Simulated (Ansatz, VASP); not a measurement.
**One calculation of Te2Mo, two programs**

```
CELL_PARAMETERS angstrom
3.58397 0.00000 0.00000
-1.79199 3.10381 0.00000
0.00000 0.00000 24.97558
ATOMIC_POSITIONS crystal
Te 0.33333 0.66667 0.22364
Te 0.66667 0.33333 0.92063
Te 0.66667 0.33333 0.77636
Te 0.33333 0.66667 0.07937
Mo 0.66667 0.33333 0.15154
Mo 0.33333 0.66667 0.84846
```

Change from the starting cell: volume scaled by 1.02.

Alike in both runs: task single point; functional PBEsol; k mesh 9 × 9 × 2; occupations fermi-dirac, width 0.05 eV; no spin polarisation.

|  | VASP | Ansatz |
| --- | --- | --- |
| version | VASP 6.6.1 | Ansatz 0.2.0 |
| potentials or method | VASP PAW PBE potentials, release 64 (Te, Mo_sv), cutoff 520 eV | all-electron LAPW, scalar-relativistic |

VASP gave:

- gap on the k mesh at the Fermi level (eV): 0.99
- least direct gap on the mesh (eV): 0.99
- rms of the force components (eV/Å): 0.177

Question: What did Ansatz give for the same quantities?

Answer: gap on the k mesh at the Fermi level (eV): 1.00; least direct gap on the mesh (eV): 1.00; rms of the force components (eV/Å): 0.190.

VASP's potentials were made for PBE, not for PBEsol. Atom by atom the forces differ by 0.013 eV/Å (rms over components). Ansatz ran all-electron here, and VASP with PAW potentials.

Neither program's run includes spin-orbit coupling.
